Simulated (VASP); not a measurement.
# Pt: single point with PBE

Pt:

```
Pt
1.0
     0.00000    1.98379    1.98379
     1.98379    0.00000    1.98379
     1.98379    1.98379    0.00000
Pt
1
Direct
  0.00000 0.00000 0.00000
```

* Program: VASP 6.6.1
* Task: single point
* Functional: PBE
* Potentials or basis: VASP PAW PBE potentials, release 64 (Pt)
* Cutoff: 500 eV
* k mesh: 8 × 8 × 8
* Occupations: gaussian, width 0.1 eV
* Spin: no spin polarisation
* Dipole correction: no
* Further INCAR settings: ALGO = Normal; EDIFF = 1e-06; NBANDS = 11

- Pressure: -0.7 GPa
- Band gap on the k mesh: zero (band 5 reaches 11.03 eV, above the bottom of band 6 at 8.93 eV)

Levels at points of the mesh, in eV from the Fermi level:
| k point | band 1 | band 2 | band 3 | band 4 | band 5 | band 6 | band 7 | band 8 | band 9 | band 10 |
| --- | --- | --- | --- | --- | --- | --- | --- | --- | --- | --- |
| (0.00, 0.00, 0.00) | -9.76 | -3.54 | -3.54 | -3.54 | -1.51 | -1.51 | 14.81 | 19.58 | 19.58 | 19.58 |
| (0.50, 0.00, 0.00) | -6.91 | -3.59 | -3.59 | -0.26 | 0.07 | 0.07 | 5.63 | 14.37 | 18.81 | 18.81 |
| (0.50, 0.50, 0.00) | -6.64 | -6.21 | 0.03 | 0.49 | 0.49 | 1.92 | 8.56 | 11.36 | 11.36 | 19.79 |

Wall time 2.7 s on 1 thread of Intel(R) Xeon(R) 6975P-C (Granite Rapids), with other jobs on the host, peak memory 0.12 GiB.

Caveat: spin-orbit coupling is left out, which moves the levels of the heavy elements.
